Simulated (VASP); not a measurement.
# MnO (P6_3mc) in VASP: further runs, part 2 of 2

VASP 6.6.1. Earlier steps stand in the parts before.

### Step 3. Electric field gradients, PBEsol, collinear spin, ferromagnetic start (12.99 Å³/atom)

This run uses another cell than the first one, of 12.99 Å³/atom.

Input file INCAR:

```
ALGO = Normal ; EDIFF = 1E-8
ENCUT = 520 ; GGA = PS
ISIF = 2 ; ISMEAR = -1
ISPIN = 2 ; LASPH = True
LCHARG = False ; LEFG = True
LMAXMIX = 4 ; LORBIT = 11
LREAL = False ; LWAVE = False
MAGMOM = 4 4 0 0 ; NBANDS = 31
NELM = 150 ; PREC = Accurate
SIGMA = 0.05
```

Input file KPOINTS:

```
k-points
0
Gamma
  14 14 8
```

Input file POSCAR:

```
MnO
1.0
    3.3490713822      0.0000000000      0.0000000000
   -1.6745356910      2.9003808960      0.0000000000
    0.0000000000      0.0000000000      5.3493546156
Mn O
2 2
Direct
    0.3333333333      0.6666666667      0.0109600000
    0.6666666667      0.3333333333      0.5109600000
    0.3333333333      0.6666666667      0.3754700000
    0.6666666667      0.3333333333      0.8754700000
```

Potentials or basis: VASP PAW PBE potentials, release 64 (Mn_pv, O).

Command:

```bash
> cat potpaw_PBE.64/Mn_pv/POTCAR potpaw_PBE.64/O/POTCAR > POTCAR
> mpirun -np 1 vasp_std > vasp.out
```

OUTCAR:

```text
EDIFF = 1E-8
   ENCUT = 520
   GGA = PS
   ISIF = 2
   ISMEAR = -1
   ISPIN = 2
   LASPH = True
   LORBIT = 11
   LREAL = False
   NELM = 150
   PREC = Accurate

 ion  position               nearest neighbor table
   1  0.333  0.667  0.011-   3 1.95   4 2.06   4 2.06   4 2.06
   2  0.667  0.333  0.511-   4 1.95   3 2.06   3 2.06   3 2.06
   3  0.333  0.667  0.375-   1 1.95   2 2.06   2 2.06   2 2.06
   4  0.667  0.333  0.875-   2 1.95   1 2.06   1 2.06   1 2.06

  LATTYP: Found a hexagonal cell.
 ALAT       =     3.3490713822
 C/A-ratio  =     1.5972650341

  Lattice vectors:

 A1 = (   3.3490713822,   0.0000000000,   0.0000000000)
 A2 = (  -1.6745356910,   2.9003808960,   0.0000000000)
 A3 = (   0.0000000000,   0.0000000000,   5.3493546156)

Analysis of symmetry for initial positions (statically):
=====================================================================
 Subroutine PRICEL returns:
 Original cell was already a primitive cell.

 Routine SETGRP: Setting up the symmetry group for a
 hexagonal supercell.

 Subroutine GETGRP returns: Found 12 space group operations
 (whereof  6 operations were pure point group operations)
 out of a pool of 24 trial point group operations.

The static configuration has the point symmetry C_3v.
 The point group associated with its full space group is C_6v.

Analysis of symmetry for dynamics (positions and initial velocities):
=====================================================================
 Subroutine PRICEL returns:
[... 1835 lines left out ...]

 VOLUME and BASIS-vectors are now :
 -----------------------------------------------------------------------------
  energy-cutoff  :      520.00
  volume of cell :       51.96
      direct lattice vectors                 reciprocal lattice vectors
     3.349071382  0.000000000  0.000000000     0.298590232  0.172391151  0.000000000
    -1.674535691  2.900380896  0.000000000     0.000000000  0.344782301  0.000000000
     0.000000000  0.000000000  5.349354616     0.000000000  0.000000000  0.186938439

 POSITION                                       TOTAL-FORCE (eV/Angst)
 -----------------------------------------------------------------------------------
     -0.00000      1.93359      0.05863        -0.000000      0.000000     -0.663127
      1.67454      0.96679      2.73331         0.000000     -0.000000     -0.663127
     -0.00000      1.93359      2.00852         0.000000     -0.000000      0.663127
      1.67454      0.96679      4.68320        -0.000000      0.000000      0.663127
 -----------------------------------------------------------------------------------
    total drift:                               -0.000001     -0.000000      0.001370

  FREE ENERGIE OF THE ION-ELECTRON SYSTEM (eV)
  ---------------------------------------------------
  free  energy   TOTEN  =       -34.2451403262 eV

  energy  without entropy=      -34.2395546768  energy(sigma->0) =      -34.24234750

 Electric field gradients (V/A^2)
---------------------------------------------------------------------
 ion       V_xx      V_yy      V_zz      V_xy      V_xz      V_yz
---------------------------------------------------------------------
   1      13.166    13.170   -26.336     0.004     0.000    -0.000
   2      13.166    13.170   -26.336     0.004    -0.000     0.000
   3      -0.382    -0.380     0.762     0.001    -0.000     0.000
   4      -0.382    -0.380     0.762     0.001     0.000    -0.000
---------------------------------------------------------------------

 Electric field gradients after diagonalization (V/A^2)
 (convention: |V_zz| > |V_xx| > |V_yy|)
----------------------------------------------------------------------
 ion       V_xx      V_yy      V_zz     asymmetry (V_yy - V_xx)/ V_zz
----------------------------------------------------------------------
   1      13.172    13.164   -26.336       0.000
   2      13.172    13.164   -26.336       0.000
   3      -0.383    -0.379     0.762       0.004
   4      -0.383    -0.379     0.762       0.004
----------------------------------------------------------------------

           NMR quadrupolar parameters

 Cq : quadrupolar parameter    Cq=e*Q*V_zz/h
 eta: asymmetry parameters     (V_yy - V_xx)/ V_zz
 Q  : nuclear electric quadrupole moment in mb (millibarn)
----------------------------------------------------------------------
 ion       Cq(MHz)       eta       Q (mb)
----------------------------------------------------------------------
   1      -0.064       0.000       1.000
   2      -0.064       0.000       1.000
   3       0.002       0.004       1.000
   4       0.002       0.004       1.000
----------------------------------------------------------------------

 total charge

# of ion       s       p       d       tot
------------------------------------------
    1        0.249   6.244   4.962  11.456
    2        0.249   6.244   4.962  11.456
    3        1.551   3.451   0.000   5.002
    4        1.551   3.451   0.000   5.002
--------------------------------------------------
tot          3.600  19.391   9.925  32.916

 magnetization (x)

# of ion       s       p       d       tot
------------------------------------------
    1        0.037   0.066   4.283   4.387
    2        0.037   0.066   4.283   4.387
    3        0.020   0.184   0.000   0.204
    4        0.020   0.184   0.000   0.204
--------------------------------------------------
tot          0.114   0.500   8.567   9.181
```

Wall time 5.4 min (1 thread of Oxide Virtual Turin-like, shared host); peak memory 0.35 GiB.

Results:

| Quantity | Value |
| --- | --- |
| Free energy | -34.2451 eV |
| Pressure | 3.9 GPa |
| Largest force | 0.663 eV/Å |
| Band gap on the k mesh | zero (filled and empty bands overlap) |
| Net moment | 9.97 μB per cell |
| Site moments | Mn +4.39; O +0.20 μB |
| Largest electric field gradient by atom | Mn -26.3; O +0.8 V/Å² |
| Valence electrons inside the program's atomic spheres | Mn 11.46; O 5.00 |

Forces in eV/Å, atoms in the order of the input:
```
Mn   0.000  0.000 -0.663
Mn   0.000  0.000 -0.663
O    0.000  0.000  0.663
O    0.000  0.000  0.663
```

Stress tensor (GPa, compression positive):
```
1.06 0.00 0.00
0.00 1.06 0.00
0.00 0.00 9.51
```

Levels at points of the mesh, in eV from the Fermi level:
Spin up:
```tsv
k point	band 21	band 22	band 23	band 24	band 25	band 26	band 27	band 28
(0.00, 0.00, 0.00)	-1.06	-1.06	0.04	0.04	0.09	3.63	5.56	11.53
(0.50, 0.00, 0.00)	-2.10	-1.90	-0.85	-0.72	3.85	4.21	5.77	7.58
(0.00, 0.00, 0.50)	-0.54	-0.54	-0.54	-0.54	1.16	1.16	8.35	8.35
(0.50, 0.00, 0.50)	-1.31	-1.31	-1.23	-1.23	3.79	3.79	6.13	6.13
```
Spin down:
```csv
k point,band 11,band 12,band 13,band 14,band 15,band 16,band 17,band 18
"(0.00, 0.00, 0.00)",-5.09,-5.09,-4.87,-4.87,-0.16,0.85,0.85,1.01
"(0.50, 0.00, 0.00)",-5.50,-5.06,-4.99,-4.79,0.28,0.33,1.15,1.44
"(0.00, 0.00, 0.50)",-5.00,-5.00,-5.00,-5.00,1.35,1.35,1.35,1.35
"(0.50, 0.00, 0.50)",-5.08,-5.08,-4.90,-4.90,0.81,0.81,1.45,1.45
```

Electric field gradients, principal values (V/Å²):
```csv
atom,least,middle,greatest (by size)
1 Mn,13.164,13.172,-26.336
2 Mn,13.164,13.172,-26.336
3 O,-0.379,-0.383,0.762
4 O,-0.379,-0.383,0.762
```

Caveat: the cell stands under pressure; without QUAD_EFG the Cq values of the log hold for a quadrupole moment of 1 mb, not for the nuclei; the PAW data sets were made with another functional, which shifts forces and pressure a little; semilocal functionals often make such compounds metallic where correlation or magnetic order opens a gap, which also shifts bond lengths; only a ferromagnetic start was run, and an antiferromagnetic order may lie lower in energy.

### Step 4. Electric field gradients, PBEsol, collinear spin, ferromagnetic start (13.12 Å³/atom)

This run uses another cell than the first one, of 13.12 Å³/atom.

Input file INCAR:

```
ALGO = Normal
EDIFF = 1E-8
ENCUT = 520
GGA = PS
ISIF = 2
ISMEAR = -1
ISPIN = 2
LASPH = T
LCHARG = F
LEFG = T
LMAXMIX = 4
LORBIT = 11
LREAL = F
LWAVE = F
MAGMOM = 4 4 0 0
NBANDS = 31
NELM = 150
PREC = Accurate
SIGMA = 0.05
```

KPOINTS is that of step 3.

Input file POSCAR:

```
MnO
1.0
    3.3604242533      0.0000000000      0.0000000000
   -1.6802121266      2.9102127708      0.0000000000
    0.0000000000      0.0000000000      5.3674881598
Mn O
2 2
Direct
    0.3333333333      0.6666666667      0.0109600000
    0.6666666667      0.3333333333      0.5109600000
    0.3333333333      0.6666666667      0.3754700000
    0.6666666667      0.3333333333      0.8754700000
```

Potentials or basis: VASP PAW PBE potentials, release 64 (Mn_pv, O).

Command:

```bash
> cat potpaw_PBE.64/Mn_pv/POTCAR potpaw_PBE.64/O/POTCAR > POTCAR
> mpirun -np 1 vasp_std > vasp.out
```

OUTCAR:

```text
EDIFF = 1E-8
   ENCUT = 520
   GGA = PS
   ISIF = 2
   ISMEAR = -1
   ISPIN = 2
   LASPH = T
   LORBIT = 11
   LREAL = F
   NELM = 150
   PREC = Accurate

 ion  position               nearest neighbor table
   1  0.333  0.667  0.011-   3 1.96   4 2.07   4 2.07   4 2.07
   2  0.667  0.333  0.511-   4 1.96   3 2.07   3 2.07   3 2.07
   3  0.333  0.667  0.375-   1 1.96   2 2.07   2 2.07   2 2.07
   4  0.667  0.333  0.875-   2 1.96   1 2.07   1 2.07   1 2.07

  LATTYP: Found a hexagonal cell.
[... 1900 lines left out ...]
 ion       V_xx      V_yy      V_zz     asymmetry (V_yy - V_xx)/ V_zz
----------------------------------------------------------------------
   1      13.017    13.009   -26.026       0.000
   2      13.017    13.009   -26.026       0.000
   3      -0.442    -0.439     0.881       0.004
   4      -0.442    -0.439     0.881       0.004
----------------------------------------------------------------------

           NMR quadrupolar parameters

 Cq : quadrupolar parameter    Cq=e*Q*V_zz/h
 eta: asymmetry parameters     (V_yy - V_xx)/ V_zz
 Q  : nuclear electric quadrupole moment in mb (millibarn)
----------------------------------------------------------------------
 ion       Cq(MHz)       eta       Q (mb)
----------------------------------------------------------------------
   1      -0.063       0.000       1.000
   2      -0.063       0.000       1.000
   3       0.002       0.004       1.000
   4       0.002       0.004       1.000
----------------------------------------------------------------------

 total charge

# of ion       s       p       d       tot
------------------------------------------
    1        0.247   6.240   4.957  11.444
    2        0.247   6.240   4.957  11.444
    3        1.551   3.446   0.000   4.997
    4        1.551   3.446   0.000   4.997
--------------------------------------------------
tot          3.595  19.372   9.915  32.882

 magnetization (x)

# of ion       s       p       d       tot
------------------------------------------
    1        0.037   0.065   4.292   4.394
    2        0.037   0.065   4.292   4.394
    3        0.020   0.182   0.000   0.202
    4        0.020   0.182   0.000   0.202
--------------------------------------------------
tot          0.114   0.494   8.585   9.193
```

OSZICAR:

```text
N       E                     dE             d eps       ncg     rms          rms(c)
DAV:   1     0.449136320689E+03    0.44914E+03   -0.21128E+04 14912   0.145E+03
DAV:   2    -0.223421915819E+01   -0.45137E+03   -0.42205E+03 15419   0.437E+02
DAV:   3    -0.388052570710E+02   -0.36571E+02   -0.35693E+02 16847   0.133E+02
[... 11 lines left out ...]
DAV:  15    -0.342563425866E+02   -0.11917E-05   -0.58664E-06 16007   0.178E-02    0.124E-02
DAV:  16    -0.342563437022E+02   -0.11156E-05   -0.15022E-06 16329   0.118E-02    0.423E-03
DAV:  17    -0.342563438764E+02   -0.17418E-06   -0.30602E-07 15769   0.331E-03    0.172E-03
DAV:  18    -0.342563439124E+02   -0.36012E-07   -0.12822E-07 15937   0.203E-03    0.927E-04
DAV:  19    -0.342563439353E+02   -0.22958E-07   -0.66407E-09 11698   0.623E-04    0.389E-04
DAV:  20    -0.342563439313E+02    0.40600E-08   -0.34906E-09  8084   0.380E-04
   1 F= -.34256344E+02 E0= -.34254144E+02  d E =-.439903E-02  mag=     9.9810
```

stdout:

```text
POSCAR found type information on POSCAR MnO
 POSCAR found :  2 types and       4 ions
 scaLAPACK will be used
 -----------------------------------------------------------------------------
|                                                                             |
|                                                                             |
|     You enforced a specific xc type in the INCAR file but a different       |
|     I HOPE YOU KNOW WHAT YOU ARE DOING!                                     |
|                                                                             |
 -----------------------------------------------------------------------------

 LDA part: xc-table for (Slater+PW92), standard interpolation
 POSCAR, INCAR and KPOINTS ok, starting setup
 FFT: planning ... GRIDC
 FFT: planning ... GRID_SOFT
 FFT: planning ... GRID
 WAVECAR not read
 entering main loop
ion   1

ion   2

ion   3

ion   4
```

Run time: 14 min. Hardware: 1 thread of Oxide Virtual Turin-like, shared host; peak memory 0.35 GiB.

Results:

| Quantity | Value |
| --- | --- |
| Free energy | -34.2563 eV |
| Pressure | 2.5 GPa |
| Largest force | 0.637 eV/Å |
| Band gap on the k mesh | zero (filled and empty bands overlap) |
| Net moment | 9.98 μB per cell |
| Site moments | Mn +4.39; O +0.20 μB |
| Largest electric field gradient by atom | Mn -26.0; O +0.9 V/Å² |
| Valence electrons inside the program's atomic spheres | Mn 11.44; O 5.00 |

Forces in eV/Å, atoms in the order of the input:
```
Mn   0.000  0.000 -0.637
Mn   0.000  0.000 -0.637
O    0.000  0.000  0.637
O    0.000  0.000  0.637
```

Stress tensor (GPa, compression positive):
```
-0.13  0.00  0.00
 0.00 -0.13  0.00
 0.00  0.00  7.85
```

Levels at points of the mesh, in eV from the Fermi level:
Spin up:
| k point | band 22 | band 23 | band 24 | band 25 | band 26 | band 27 |
| --- | --- | --- | --- | --- | --- | --- |
| (0.00, 0.00, 0.00) | -1.07 | 0.02 | 0.02 | 0.07 | 3.60 | 5.53 |
| (0.50, 0.00, 0.00) | -1.91 | -0.87 | -0.73 | 3.82 | 4.19 | 5.75 |
| (0.00, 0.00, 0.50) | -0.55 | -0.55 | -0.55 | 1.15 | 1.15 | 8.31 |
| (0.50, 0.00, 0.50) | -1.32 | -1.24 | -1.24 | 3.77 | 3.77 | 6.09 |
Spin down:
```tsv
k point	band 12	band 13	band 14	band 15	band 16	band 17
(0.00, 0.00, 0.00)	-5.02	-4.81	-4.81	-0.16	0.88	0.88
(0.50, 0.00, 0.00)	-5.00	-4.93	-4.73	0.32	0.36	1.17
(0.00, 0.00, 0.50)	-4.94	-4.94	-4.94	1.36	1.36	1.36
(0.50, 0.00, 0.50)	-5.02	-4.84	-4.84	0.83	0.83	1.46
```

Electric field gradients, principal values (V/Å²):
| atom | least | middle | greatest (by size) |
| --- | --- | --- | --- |
| 1 Mn | 13.009 | 13.017 | -26.026 |
| 2 Mn | 13.009 | 13.017 | -26.026 |
| 3 O | -0.439 | -0.442 | 0.881 |
| 4 O | -0.439 | -0.442 | 0.881 |

Caveat: without QUAD_EFG the Cq values of the log hold for a quadrupole moment of 1 mb, not for the nuclei; the PAW data sets were made with another functional, which shifts forces and pressure a little; semilocal functionals often make such compounds metallic where correlation or magnetic order opens a gap, which also shifts bond lengths; only a ferromagnetic start was run, and an antiferromagnetic order may lie lower in energy. With open d or f shells a metallic result of PBEsol can be an artefact of self-interaction; +U or a hybrid may open a gap.

### Step 5. Overview

```csv
cell,gap on the mesh (eV),pressure (GPa),moment (μB),largest force (eV/Å)
"a = 3.304, b = 3.304, c = 5.386 Å, angles 90.0, 90.0, 120.0°, 4 atoms",none,6.1,9.93,0.45
"a = 3.349, b = 3.349, c = 5.349 Å, angles 90.0, 90.0, 120.0°, 4 atoms",none,3.9,9.97,0.66
"a = 3.360, b = 3.360, c = 5.367 Å, angles 90.0, 90.0, 120.0°, 4 atoms",none,2.5,9.98,0.64
```

Alike in all rows: task electric field gradients; level PBEsol; potentials or basis VASP PAW PBE potentials, release 64 (Mn_pv, O); spin collinear, ferromagnetic start; k mesh 14 × 14 × 8; cutoff (eV) 520; smearing fermi-dirac 0.05 eV.

Caveats: the PAW data sets were made with another functional, which shifts forces and pressure a little; semilocal functionals often make such compounds metallic where correlation or magnetic order opens a gap, which also shifts bond lengths; only a ferromagnetic start was run, and an antiferromagnetic order may lie lower in energy; the cell stands under pressure (at least some runs).

Absolute energies hang on the potentials; compare differences alone.
